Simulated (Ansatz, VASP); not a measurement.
## Hf2Si3: VASP beside Ansatz

```xyz
5
Lattice="3.7323 0.0000 0.0000 -1.8661 3.2323 0.0000 0.0000 0.0000 7.0529" Properties=species:S:1:pos:R:3 pbc="T T T"
Hf    0.0000    0.0000    5.0615
Hf    0.0000    0.0000    1.9914
Si    0.0000    2.1548    0.0000
Si    1.8661    1.0774    0.0000
Si    0.0000    0.0000    0.0000
```

Alike in both runs: task relaxation of cell and atoms; functional PBE; k mesh 6 × 6 × 4; occupations gaussian, width 0.1 eV; no spin polarisation.

|  | VASP | Ansatz |
| --- | --- | --- |
| version | VASP 6.6.1 | Ansatz 0.2.0 |
| potentials or method | VASP PAW PBE potentials, release 64 (Hf_pv, Si), cutoff 600 eV | scalar-relativistic, plane waves, PAW |
| valence electrons in the cell | 32 | 64 |

|  | VASP | Ansatz | Ansatz less VASP |
| --- | --- | --- | --- |
| gap on the k mesh at the Fermi level, each at its own relaxed structure (eV) | none | none | - |
| relaxed volume (Å³/atom) | 23.12 | 23.17 | +0.048 |
| relaxed cell length with the largest relative difference (Å) | 7.773 | 7.790 | +0.0165 |

A gap of «none» marks a metal or a gap that the smearing closes. VASP's potentials hold 32 valence electrons a cell and Ansatz's 64, so a difference there can come from the potentials and not from the codes.

Neither program's run includes spin-orbit coupling. Noted on VASP's run: the volume moved by over 15 % at a fixed basis, so the end points are rough.
